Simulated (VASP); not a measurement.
Here is a VASP 6.6.1 calculation.

INCAR

```
SYSTEM = Al
  PREC = Accurate
  ENCUT = 520
  EDIFF = 1E-7
  ISMEAR = 0
  SIGMA = 0.15
  LREAL = .False.
  LASPH = .True.
  NELM = 60
  ALGO = Fast
  ISIF = 2
  LWAVE = .False.
  LCHARG = .False.
  GGA = PS
  NBANDS = 10
```

The input KPOINTS:

```
regular mesh
0
Gamma
  18 18 10
  0 0 0
```

Contents of POSCAR:

```
Al
1.0
    2.6901000000      0.0000000000      0.0000000000
   -1.3450500000      2.3296949387      0.0000000000
    0.0000000000      0.0000000000      4.6382883863
Al
2
Direct
    0.6666666667      0.3333333333      0.7500000000
    0.3333333333      0.6666666667      0.2500000000
```

Potentials or basis: VASP PAW PBE potentials, release 64 (Al).

Command:

```console
$ cat potpaw_PBE.64/Al/POTCAR > POTCAR
$ mpirun -np 1 vasp_std > vasp.out
```

(1) What does it give for the pressure?

(2) Predict the band gap on the k mesh.

Results:

(1) 12.2 GPa.

(2) zero (band 3 reaches 13.28 eV, above the bottom of band 4 at 6.10 eV).

Caveat: the PAW data sets were made with another functional, which shifts forces and pressure a little.
